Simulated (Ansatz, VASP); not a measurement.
**One calculation of Ta2SiOF2, two programs**

The input INCAR:

```
PREC = Accurate
ENCUT = 520
EDIFF = 1E-6
ISMEAR = 0
SIGMA = 0.1
LREAL = False
LASPH = True
NELM = 150
ALGO = Normal
ISIF = 2
LWAVE = False
LCHARG = False
ISPIN = 2
MAGMOM = 1 1 0 0 0 0
LORBIT = 11
LMAXMIX = 4
GGA = PE
NBANDS = 36
```

Contents of KPOINTS:

```
regular mesh
0
Gamma
  4 4 4
```

File POSCAR:

```
Ta2SiOF2
1.0
    2.6487468253     -4.5072144310      0.0000000000
    2.6487468253      4.5072144310      0.0000000000
    0.0000000000      0.0000000000      3.7665828929
Ta Si O F
2 1 1 2
Direct
    0.5000000000      0.0000000000      0.5000000000
    0.0000000000      0.5000000000      0.5000000000
    0.5000000000      0.5000000000      0.5000000000
    0.0000000000      0.0000000000      0.0000000000
    0.7261653439      0.2738346561      0.0000000000
    0.2738346561      0.7261653439      0.0000000000
```

Input for Ansatz:

```yaml
crystal:
  lattice:
    - [2.6487468253, -4.507214431, 0.0]
    - [2.6487468253, 4.507214431, 0.0]
    - [0.0, 0.0, 3.7665828929]
  atoms:
    - { symbol: Ta, position: [0.5, 0.0, 0.5], spin: 1.0 }
    - { symbol: Ta, position: [0.0, 0.5, 0.5], spin: 1.0 }
    - { symbol: Si, position: [0.5, 0.5, 0.5] }
    - { symbol: O, position: [0.0, 0.0, 0.0] }
    - { symbol: F, position: [0.7261653439, 0.2738346561, 0.0] }
    - { symbol: F, position: [0.2738346561, 0.7261653439, 0.0] }
basis:
  ecutwfc: 420
kpoints:
  mp_grid: { grid: [4, 4, 4] }
hamiltonian:
  xc: pbe
scf:
  occupations: { method: gaussian, width: 0.1 }
  lower_state_search: "off"
output:
  forces: true
  stress: true
  eigenvalues: true
  populations: true
magnetization:
  spin_polarized: true
```

Change from the starting cell: species swapped into the CeAlCu2Ni2 type (Cmmm, No. 65).

Alike in both runs: task single point; functional PBE; k mesh 4 × 4 × 4; occupations gaussian, width 0.1 eV; collinear spin.

|  | VASP | Ansatz |
| --- | --- | --- |
| version | VASP 6.6.1 | Ansatz 0.2.0 |
| potentials or method | VASP PAW PBE potentials, release 64 (Ta_pv, Si, O, F), cutoff 520 eV | scalar-relativistic, plane waves, PAW |
| valence electrons in the cell | 46 | 50 |

|  | VASP | Ansatz | Ansatz less VASP |
| --- | --- | --- | --- |
| gap on the k mesh at the Fermi level (eV) | none | none | - |
| pressure (GPa) | 0.3 | 0.3 | 0.00 |
| traceless stress, the component that is largest in VASP (GPa) | -0.31 | -0.21 | +0.097 |
| rms of the force components (eV/Å) | 0.022 | 0.024 | +0.0023 |
| net moment per atom (μB) | 0.18 | 0.18 | 0.000 |
| size of the moment on the site where the two differ most (μB) | 0.25 | 0.17 | -0.084 |

Site moments also hang on the region over which each program counts them. Atom by atom the forces differ by 0.002 eV/Å (rms over components). A gap of «none» marks a metal or a gap that the smearing closes. With one functional, cell and mesh, what is left measures potentials, basis and numerics. VASP's potentials hold 46 valence electrons a cell and Ansatz's 50, so a difference there can come from the potentials and not from the codes.

The k mesh is coarse, so the values compare programs but aren't converged. Neither program's run includes spin-orbit coupling.
